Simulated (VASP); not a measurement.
# ZrS: single point with PBEsol

The system is ZrS.

```
Zr S
1.0
     0.00000    2.62500    2.58562
     2.62500    0.00000    2.58562
     2.62500    2.62500    0.00000
Zr S
1 1
Cartesian
  0.0000 0.0000 0.0000
  2.6250 2.6250 2.5856
```

This cell differs from its parent crystal: strain +0.000 along x and y, -0.015 along z.

```
Program             : VASP 6.6.1
Task                : single point
Functional          : PBEsol
Potentials or basis : VASP PAW PBE potentials, release 64 (Zr_sv, S)
Cutoff              : 520 eV
k mesh              : 16 × 16 × 16
Occupations         : gaussian, width 0.15 eV
Spin                : no spin polarisation
```

```yaml
Pressure: -4.3 GPa
Band_gap_on_the_k_mesh: zero (band 9 reaches 12.26 eV, above the bottom of band 10 at 9.35 eV)
```

Stress tensor (GPa, compression positive):
```
-5.68  0.00  0.00
 0.00 -5.68  0.00
 0.00  0.00 -1.59
```

Levels at points of the mesh, in eV from the Fermi level:
```
           k point  band 7  band 8  band 9  band 10  band 11  band 12
(0.00, 0.00, 0.00)   -3.53   -3.49   -1.45    -1.45    -1.29    -0.74
(0.50, 0.00, 0.00)   -6.03   -6.02    1.47     1.53     1.83     1.89
(0.50, 0.50, 0.00)   -4.52   -4.52   -3.52     0.56     2.41     2.41
(0.50, 0.00, 0.50)   -4.45   -4.44   -3.53     0.48     2.37     2.47
```

It took 82 s on 1 thread of Intel(R) Xeon(R) 6975P-C (Granite Rapids), with other jobs on the host, peak memory 0.31 GiB.

Caveat: the cell differs from its parent crystal (strain +0.000 along x and y, -0.015 along z); the PAW data sets were made with another functional, which shifts forces and pressure a little.
